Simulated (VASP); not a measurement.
# AlNi3 (Fm-3m) in VASP: a series of runs

The runs below take AlNi3 through single point, relaxation of cell and atoms, with PBEsol.

All numbers are computed with VASP 6.6.1; they aren't measurements. Logs are shortened: lines on timing, memory, paths and dates and some standing lists are left out, and cuts for length are marked.

## 1. The cell of the first run

It takes space group Fm-3m (No. 225, cubic). Conventional cell: a = 5.597 Å, b = 5.597 Å, c = 5.597 Å, α = 90.00°, β = 90.00°, γ = 90.00°. Within 3.2 Å of Al (site symmetry m-3m) lie 14 Ni at 2.42 to 2.80 Å. Ni (site symmetry -43m) has 4 Al at 2.42 Å and 10 Ni at 2.42 to 2.80 Å within 3.2 Å. Ni (site symmetry m-3m) has 8 Ni at 2.42 Å and 6 Al at 2.80 Å within 3.2 Å.

## 2. Single point, PBEsol

Contents of INCAR:

```
SYSTEM = AlNi3
  PREC = Accurate
  ENCUT = 520
  EDIFF = 1E-7
  ISMEAR = 0
  SIGMA = 0.15
  LREAL = .FALSE.
  LASPH = .TRUE.
  NELM = 80
  ALGO = Fast
  ISIF = 2
  LWAVE = .FALSE.
  LCHARG = .FALSE.
  GGA = PS
  NBANDS = 24
```

Contents of KPOINTS:

```
regular mesh
0
G
  16 16 16
  0 0 0
```

Contents of POSCAR:

```
AlNi3
1.0
    0.0000000000      2.7984078565      2.7984078565
    2.7984078565      0.0000000000      2.7984078565
    2.7984078565      2.7984078565      0.0000000000
Al Ni
1 3
Direct
    0.5000000000      0.5000000000      0.5000000000
    0.2500000000      0.2500000000      0.2500000000
    0.0000000000      0.0000000000      0.0000000000
    0.7500000000      0.7500000000      0.7500000000
```

Potentials or basis: VASP PAW PBE potentials, release 64 (Al, Ni).

Started as:

```sh
cat potpaw_PBE.64/Al/POTCAR potpaw_PBE.64/Ni/POTCAR > POTCAR
mpirun -np 1 vasp_std > vasp.out
```

OUTCAR:

```text
SYSTEM = AlNi3
   PREC = Accurate
   ENCUT = 520
   EDIFF = 1E-7
   ISMEAR = 0
   LREAL = .FALSE.
   LASPH = .TRUE.
   NELM = 80
   ISIF = 2
   GGA = PS

 ion  position               nearest neighbor table
   1  0.500  0.500  0.500-   2 2.42   2 2.42   2 2.42   2 2.42   4 2.42   4 2.42   4 2.42   4 2.42
                             3 2.80   3 2.80   3 2.80   3 2.80   3 2.80   3 2.80
   2  0.250  0.250  0.250-   3 2.42   3 2.42   3 2.42   1 2.42   3 2.42   1 2.42   1 2.42   1 2.42
                             4 2.80   4 2.80   4 2.80   4 2.80   4 2.80   4 2.80
   3  0.000  0.000  0.000-   4 2.42   4 2.42   4 2.42   2 2.42   4 2.42   2 2.42   2 2.42   2 2.42
                             1 2.80   1 2.80   1 2.80   1 2.80   1 2.80   1 2.80
   4  0.750  0.750  0.750-   1 2.42   1 2.42   1 2.42   1 2.42   3 2.42   3 2.42   3 2.42   3 2.42
                             2 2.80   2 2.80   2 2.80   2 2.80   2 2.80   2 2.80

  LATTYP: Found a face centered cubic cell.
 ALAT       =     5.5968157130

  Lattice vectors:

 A1 = (   0.0000000000,   2.7984078565,   2.7984078565)
 A2 = (   2.7984078565,   0.0000000000,   2.7984078565)
 A3 = (   2.7984078565,   2.7984078565,   0.0000000000)

Analysis of symmetry for initial positions (statically):
=====================================================================
 Subroutine PRICEL returns:
 Original cell was already a primitive cell.

 Routine SETGRP: Setting up the symmetry group for a
 face centered cubic supercell.

 Subroutine GETGRP returns: Found 48 space group operations
 (whereof 48 operations were pure point group operations)
 out of a pool of 48 trial point group operations.

The static configuration has the point symmetry O_h .

Analysis of symmetry for dynamics (positions and initial velocities):
=====================================================================
 Subroutine PRICEL returns:
 Original cell was already a primitive cell.

 Routine SETGRP: Setting up the symmetry group for a
 face centered cubic supercell.

 Subroutine GETGRP returns: Found 48 space group operations
 (whereof 48 operations were pure point group operations)
 out of a pool of 48 trial point group operations.

The dynamic configuration has the point symmetry O_h .

 Subroutine INISYM returns: Found 48 space group operations
 (whereof 48 operations are pure point group operations),
 and found     1 'primitive' translations

----------------------------------------------------------------------------------------

                                     Primitive cell

  volume of cell :      43.8291

  direct lattice vectors                    reciprocal lattice vectors
     0.000000000  2.798407856  2.798407856    -0.178673026  0.178673026  0.178673026
     2.798407856  0.000000000  2.798407856     0.178673026 -0.178673026  0.178673026
     2.798407856  2.798407856  0.000000000     0.178673026  0.178673026 -0.178673026

  length of vectors
     3.957546344  3.957546344  3.957546344     0.309470759  0.309470759  0.309470759

  position of ions in fractional coordinates (direct lattice)
     0.500000000  0.500000000  0.500000000
     0.250000000  0.250000000  0.250000000
     0.000000000  0.000000000  0.000000000
     0.750000000  0.750000000  0.750000000

  ion indices of the primitive-cell ions
   primitive index   ion index
                 1           1
                 2           2
                 3           3
                 4           4

----------------------------------------------------------------------------------------

 KPOINTS: regular mesh

Automatic generation of k-mesh.
 Grid dimensions read from file:
 generate k-points for:   16   16   16

 Generating k-lattice:

  Cartesian coordinates                     Fractional coordinates (reciprocal lattice)
    -0.011167064  0.011167064  0.011167064     0.062500000  0.000000000  0.000000000
     0.011167064 -0.011167064  0.011167064     0.000000000  0.062500000  0.000000000
     0.011167064  0.011167064 -0.011167064     0.000000000  0.000000000  0.062500000

  Length of vectors
     0.019341922  0.019341922  0.019341922

  Shift w.r.t. Gamma in fractional coordinates (k-lattice)
     0.000000000  0.000000000  0.000000000

 Subroutine IBZKPT returns following result:
 ===========================================

 Found    145 irreducible k-points:

 Following reciprocal coordinates:
            Coordinates               Weight
  0.000000  0.000000  0.000000      1.000000
  0.062500  0.000000  0.000000      8.000000
  0.125000  0.000000  0.000000      8.000000
  0.187500  0.000000  0.000000      8.000000
  0.250000  0.000000  0.000000      8.000000
  0.312500  0.000000  0.000000      8.000000
[... 16 lines left out ...]
 -0.125000  0.062500  0.000000     24.000000
 -0.062500  0.062500  0.000000     12.000000
 [... further k-points ...]
   k-points           NKPTS =    145   k-points in BZ     NKDIM =    145   number of bands    NBANDS=     24
   number of dos      NEDOS =    301   number of ions     NIONS =      4
   total plane-waves  NPLWV =  27000
   dimension x,y,z NGX =    30 NGY =   30 NGZ =   30
   dimension x,y,z NGXF=    60 NGYF=   60 NGZF=   60
   ions per type =               1   3
   NGX,Y,Z   is equivalent  to a cutoff of  12.60, 12.60, 12.60 a.u.
   NGXF,Y,Z  is equivalent  to a cutoff of  25.20, 25.20, 25.20 a.u.
 SYSTEM =  AlNi3
   PREC   = accura    normal or accurate (medium, high low for compatibility)
   ISTART =      0    job   : 0-new  1-cont  2-samecut
   ICHARG =      2    charge: 1-file 2-atom 10-const
   ISPIN  =      1    spin polarized calculation?
   LNONCOLLINEAR =      F non collinear calculations
   LSORBIT =      F    spin-orbit coupling
   LASPH  =      T    aspherical Exc in radial PAW
   ENCUT  =  520.0 eV  38.22 Ry    6.18 a.u.   7.36  7.36  7.36*2*pi/ulx,y,z
   NELM   =     80;   NELMIN=  2; NELMDL= -5     # of ELM steps
   EDIFF  = 0.1E-06   stopping-criterion for ELM
   LREAL  =      F    real-space projection
   EDIFFG = 0.1E-05   stopping-criterion for IOM
   NSW    =      0    number of steps for IOM
   IBRION =     -1    ionic relax: 0-MD 1-quasi-New 2-CG
   NFREE  =      0    steps in history (QN), initial steepest desc. (CG)
   ISIF   =      2    stress and relaxation
   ISYM   =      2    0-nonsym 1-usesym 2-fastsym
   POTIM  = 0.5000    time-step for ionic-motion
   TEBEG  =    0.0;   TEEND  =   0.0 temperature during run
   PSTRESS=    0.0 pullay stress
   NELECT =      33.0000    total number of electrons
   NUPDOWN=      -1.0000    fix difference up-down
   EMIN   =  10.00;   EMAX   =-10.00  energy-range for DOS
   EFERMI =   0.00;   METHOD = LEGACY
   ISMEAR =     0;   SIGMA  =   0.15  broadening in eV -4-tet -1-fermi 0-gaus
   EFERMI_NEDOS =   21; number of points for ismear=-14 and -15
   IALGO  =     68    algorithm
   IMIX   =      4    mixing-type and parameters
     AMIX     =   0.40;   BMIX     =  1.00
     AMIX_MAG =   1.60;   BMIX_MAG =  1.00
  volume/ion in A,a.u.               =      10.96        73.94
  Fermi-wavevector in a.u.,A,eV,Ry     =   1.489333  2.814431 30.179255  2.218113
  Thomas-Fermi vector in A             =   2.602255
   LORBIT       =      0    0 simple, 1 ext, 2 COOP (PROOUT), +10 PAW based schemes
   GGA     = PS    functional components
   LHFCALC =     F    Hartree Fock is set to
   AEXX    =    0.0000 exact exchange contribution
   IVDW    =     0    specifies the selected vdW correction
   LEPSILON=     F    determine dielectric tensor
   LRPA    =     F    only Hartree local field effects (RPA)
 non-spin polarized calculation
 RMM-DIIS sequential band-by-band and
 Gauss-broadening in eV      SIGMA  =   0.15
  energy-cutoff  :      520.00
  volume of cell :       43.83
 maximum number of plane-waves:      1243
 NGX is ok and might be reduce to    30
   NGX = 15   NGY = 15   NGZ = 15

 number of electron      33.0000020 magnetization

 Free energy of the ion-electron system (eV)
  ---------------------------------------------------
  ext. energy  EPLUGINS =         0.00000000
  ---------------------------------------------------
  free energy    TOTEN  =       -24.08568173 eV

  energy without entropy =      -24.05493622  energy(sigma->0) =      -24.07030897

 E-fermi :   9.8542     XC(G=0): -12.9836

 val. band max:        9.8521865849   @ k =  -0.3125   0.5000   0.1875
 cond. band min:       9.8637949392   @ k =  -0.3750   0.1250   0.0000
 fundamental gap:      0.0116083543
 Fermi energy:         9.8541862231

 k-point     1 :       0.0000    0.0000    0.0000
  band No.  band energies     occupation
      1      -0.3781      2.00000
      2       6.2251      2.00000
      3       6.2251      2.00000
      4       6.3544      2.00000
      5       6.3544      2.00000
      6       6.3544      2.00000
[... 16 lines left out ...]
     23      17.0749      0.00000
     24      18.5733      0.00000

 k-point     2 :       0.0625    0.0000    0.0000
  band No.  band energies     occupation
      1      -0.3196      2.00000
      2       6.1946      2.00000
      3       6.1946      2.00000
      4       6.3226      2.00000
      5       6.4165      2.00000
      6       6.4165      2.00000
[... 16 lines left out ...]
     23      17.3744      0.00000
     24      18.4145      0.00000

 k-point     3 :       0.1250    0.0000    0.0000
  band No.  band energies     occupation
      1      -0.1452      2.00000
      2       6.1632      2.00000
      3       6.1632      2.00000
      4       6.2273      2.00000
      5       6.5396      2.00000
      6       6.5396      2.00000
[... 16 lines left out ...]
     23      17.7961      0.00000
     24      18.1971      0.00000

 k-point     4 :       0.1875    0.0000    0.0000
  band No.  band energies     occupation
      1       0.1425      2.00000
      2       6.0542      2.00000
      3       6.1585      2.00000
      4       6.1585      2.00000
      5       6.6860      2.00000
      6       6.6860      2.00000
[... 16 lines left out ...]
     23      17.9876      0.00000
     24      18.3637      0.00000

 k-point     5 :       0.2500    0.0000    0.0000
  band No.  band energies     occupation
      1       0.5387      2.00000
      2       5.7497      2.00000
      3       6.1800      2.00000
      4       6.1800      2.00000
      5       6.8380      2.00000
      6       6.8380      2.00000
[... 16 lines left out ...]
     23      18.0311      0.00000
     24      18.9442      0.00000

 k-point     6 :       0.3125    0.0000    0.0000
  band No.  band energies     occupation
      1       1.0357      2.00000
      2       5.2558      2.00000
      3       6.2200      2.00000
      4       6.2200      2.00000
      5       6.9750      2.00000
      6       6.9750      2.00000
[... 16 lines left out ...]
     23      18.0228      0.00000
     24      19.7342      0.00000
[... 379 lines left out ...]
 k-point    21 :      -0.2500    0.0625    0.0000
  band No.  band energies     occupation
      1       0.7427      2.00000
      2       5.5856      2.00000
      3       6.1442      2.00000
      4       6.2840      2.00000
      5       6.8347      2.00000
      6       6.9386      2.00000
[... 16 lines left out ...]
     23      18.2825      0.00000
     24      18.5097      0.00000

 k-point    22 :      -0.1875    0.0625    0.0000
  band No.  band energies     occupation
      1       0.3132      2.00000
      2       5.9037      2.00000
      3       6.1102      2.00000
      4       6.3071      2.00000
      5       6.6925      2.00000
      6       6.7890      2.00000
[... 16 lines left out ...]
     23      17.7810      0.00000
     24      17.9992      0.00000

 k-point    23 :      -0.1250    0.0625    0.0000
  band No.  band energies     occupation
      1      -0.0104      2.00000
      2       6.0687      2.00000
      3       6.1059      2.00000
      4       6.3447      2.00000
      5       6.5378      2.00000
      6       6.6424      2.00000
[... 16 lines left out ...]
     23      17.4613      0.00000
     24      17.6729      0.00000

 k-point    24 :      -0.0625    0.0625    0.0000
  band No.  band energies     occupation
      1      -0.2225      2.00000
      2       6.1350      2.00000
      3       6.1644      2.00000
      4       6.3727      2.00000
      5       6.4103      2.00000
      6       6.5141      2.00000
[... 16 lines left out ...]
     23      17.5406      0.00000
     24      17.8119      0.00000

 [... further k-points ...]
[... 5 lines left out ...]
  --------------------------------------------------------------------------------------
  -------------------------------------------------------------------------------------
  Total        0.0354617      0.0354617      0.0354617     -0.0000000     -0.0000000      0.0000000
  in kB        1.2963032      1.2963032      1.2963032     -0.0000000     -0.0000000      0.0000000
  external PRESSURE =       1.2963032 kB  Pullay stress =       0.0000000 kB

 VOLUME and BASIS-vectors are now :
 -----------------------------------------------------------------------------
  energy-cutoff  :      520.00
  volume of cell :       43.83
      direct lattice vectors                 reciprocal lattice vectors
     0.000000000  2.798407856  2.798407856    -0.178673026  0.178673026  0.178673026
     2.798407856  0.000000000  2.798407856     0.178673026 -0.178673026  0.178673026
     2.798407856  2.798407856  0.000000000     0.178673026  0.178673026 -0.178673026

 POSITION                                       TOTAL-FORCE (eV/Angst)
 -----------------------------------------------------------------------------------
      2.79841      2.79841      2.79841        -0.000000      0.000000     -0.000000
      1.39920      1.39920      1.39920        -0.000000     -0.000000      0.000000
      0.00000      0.00000      0.00000        -0.000000      0.000000     -0.000000
      4.19761      4.19761      4.19761         0.000000      0.000000      0.000000
 -----------------------------------------------------------------------------------
    total drift:                                0.000000     -0.000000      0.000000

  FREE ENERGIE OF THE ION-ELECTRON SYSTEM (eV)
  ---------------------------------------------------
  free  energy   TOTEN  =       -24.0856817289 eV

  energy  without entropy=      -24.0549362156  energy(sigma->0) =      -24.07030897
```

Run time: 3.6 min. Hardware: 1 thread of Intel Xeon 6975P-C (Granite Rapids), shared host; peak memory 0.26 GiB.

What came out:

- Free energy: -24.0857 eV
- Pressure: 0.1 GPa

Levels at points of the mesh, in eV from the Fermi level:
```csv
k point,band 12,band 13,band 14,band 15,band 16,band 17,band 18,band 19,band 20,band 21
"(0.00, 0.00, 0.00)",-0.91,-0.56,-0.56,-0.52,-0.52,5.46,5.46,5.46,5.95,5.95
"(0.50, 0.00, 0.00)",-1.74,-0.65,-0.65,-0.48,-0.48,-0.15,4.34,4.34,4.82,4.82
"(0.50, 0.50, 0.00)",-1.20,-1.06,-0.76,-0.59,-0.37,-0.36,-0.36,-0.04,4.28,4.71
```

Caveat: the PAW data sets were made with another functional, which shifts forces and pressure a little.

## 3. Single point, PBEsol

Contents of INCAR:

```
  ALGO = Normal
  EDIFF = 1E-6
  ENCUT = 520
  GGA = PS
  ISIF = 2
  ISMEAR = 0
  LASPH = True
  LCHARG = False
  LREAL = False
  LWAVE = False
  NBANDS = 24
  NELM = 60
  PREC = Accurate
  SIGMA = 0.1
```

Contents of KPOINTS:

```
k-points
0
Gamma
  14 14 14
```

POSCAR is that of step 2.

Potentials or basis: VASP PAW PBE potentials, release 64 (Al, Ni).

Started as:

```sh
cat potpaw_PBE.64/Al/POTCAR potpaw_PBE.64/Ni/POTCAR > POTCAR
mpirun -np 1 vasp_std > vasp.out
```

Run time: 2.1 min. Hardware: 1 thread of Intel Xeon 6975P-C (Granite Rapids), shared host; peak memory 0.23 GiB.

The run converged. Its results:

- Free energy: -24.0768 eV
- Pressure: 0.1 GPa

Levels at points of the mesh, in eV from the Fermi level:
```tsv
k point	band 12	band 13	band 14	band 15	band 16	band 17	band 18	band 19	band 20	band 21
(0.00, 0.00, 0.00)	-0.91	-0.56	-0.56	-0.52	-0.52	5.46	5.46	5.46	5.95	5.95
(0.50, 0.00, 0.00)	-1.74	-0.65	-0.65	-0.48	-0.48	-0.15	4.33	4.33	4.82	4.82
(0.50, 0.50, 0.00)	-1.20	-1.06	-0.75	-0.60	-0.36	-0.35	-0.35	-0.04	4.28	4.71
```

Caveat: the PAW data sets were made with another functional, which shifts forces and pressure a little. Spin polarisation is off, so any magnetic state and its effect on volume and gap are missing.

(Continued in part 2 of 2.)
